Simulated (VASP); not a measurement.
Here is a VASP 6.6.1 calculation.

The input INCAR:

```
PREC     = Accurate       # precision mode
ENCUT    = 520            # plane-wave cutoff, eV
EDIFF    = 1E-6           # SCF threshold, eV
ISMEAR   = -1             # smearing method
SIGMA    = 0.05           # smearing width, eV
LREAL    = False          # projectors in reciprocal space
LASPH    = True           # aspherical terms in the spheres
NELM     = 150            # most SCF steps
ALGO     = Normal         # electronic algorithm
ISIF     = 2              # what is computed and relaxed
LWAVE    = False          # write WAVECAR
LCHARG   = False          # write CHGCAR
ISPIN    = 2              # spin polarisation
MAGMOM   = 4 0            # initial moments
LORBIT   = 11             # projections on sites
LMAXMIX  = 4              # l up to which the mixer works
GGA      = PE             # functional
IVDW     = 12             # dispersion correction
NBANDS   = 20             # bands
```

The input KPOINTS:

```
regular mesh
0
Gamma
  9 9 9
```

File POSCAR:

```
MnS
1.0
    0.0000000000      2.5513320201      2.5513320201
    2.5513320201      0.0000000000      2.5513320201
    2.5513320201      2.5513320201      0.0000000000
Mn S
1 1
Direct
    0.0000000000      0.0000000000      0.0000000000
    0.5000000000      0.5000000000      0.5000000000
```

Potentials or basis: VASP PAW PBE potentials, release 64 (Mn_pv, S).

The run is started by

```console
$ cat potpaw_PBE.64/Mn_pv/POTCAR potpaw_PBE.64/S/POTCAR > POTCAR
$ mpirun -np 1 vasp_std > vasp.out
```

(1) What does it give for the net moment?

(2) Estimate the dispersion energy per atom.

(3) Predict the site moments.

Results:

(1) 4.54 μB per cell.

(2) -0.435 eV.

(3) Mn +4.13; S +0.09 μB.

Caveat: the cell stands under tension; a cell with one magnetic atom can't hold antiferromagnetic order, which such compounds often take.
